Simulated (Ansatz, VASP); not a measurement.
## AlRu in VASP and in Ansatz

File INCAR:

```
SYSTEM = AlRu
ALGO = Fast ; EDIFF = 1E-6
ENCUT = 520 ; GGA = PS
ISIF = 2 ; ISMEAR = 0
LASPH = .True. ; LCHARG = .True.
LELF = .True. ; LREAL = .False.
LVHAR = .True. ; LWAVE = .False.
NBANDS = 16 ; NELM = 100
PREC = Accurate ; SIGMA = 0.15
```

Contents of KPOINTS:

```
k-points
0
Gamma
  16 16 16
  0 0 0
```

POSCAR

```
AlRu
1.0
    2.9916000000      0.0000000000      0.0000000000
    0.0000000000      2.9916000000      0.0000000000
    0.0000000000      0.0000000000      2.9916000000
Al Ru
1 1
Direct
   -0.0626754914      0.0000000000      0.0000000000
    0.5000000000      0.5000000000      0.5000000000
```

Input for Ansatz:

```yaml
crystal:
  lattice:
    - [2.9916, 0.0, 0.0]
    - [0.0, 2.9916, 0.0]
    - [0.0, 0.0, 2.9916]
  atoms:
    - { symbol: Al, position: [-0.0626754914, 0.0, 0.0] }
    - { symbol: Ru, position: [0.5, 0.5, 0.5] }
basis:
  ecutwfc: 420
kpoints:
  mp_grid: { grid: [16, 16, 16] }
hamiltonian:
  xc: pbesol
scf:
  occupations: { method: gaussian, width: 0.15 }
output:
  forces: true
  stress: true
  eigenvalues: true
```

Change from the starting cell: all Al atoms moved +0.188 Å, as atom 1 towards its neighbour atom 1 (Al) at 2.992 Å.

Alike in both runs: task single point; functional PBEsol; k mesh 16 × 16 × 16; occupations gaussian, width 0.15 eV; no spin polarisation.

|  | VASP | Ansatz |
| --- | --- | --- |
| version | VASP 6.6.1 | Ansatz 0.2.0 |
| potentials or method | VASP PAW PBE potentials, release 64 (Al, Ru_pv), cutoff 520 eV | scalar-relativistic, plane waves, PAW |
| valence electrons in the cell | 17 | 19 |

|  | VASP | Ansatz | Ansatz less VASP |
| --- | --- | --- | --- |
| gap on the k mesh at the Fermi level (eV) | none | none | - |
| pressure (GPa) | -0.5 | -0.6 | -0.12 |
| traceless stress, the component that is largest in VASP (GPa) | -1.84 | -1.80 | +0.040 |
| rms of the force components (eV/Å) | 0.824 | 0.816 | -0.0079 |

VASP's potentials were made for PBE, not for PBEsol. Atom by atom the forces differ by 0.008 eV/Å (rms over components). A gap of «none» marks a metal or a gap that the smearing closes. The functional is the same, so the differences come from potentials, cutoffs and numerics. VASP's potentials hold 17 valence electrons a cell and Ansatz's 19, so a difference there can come from the potentials and not from the codes.
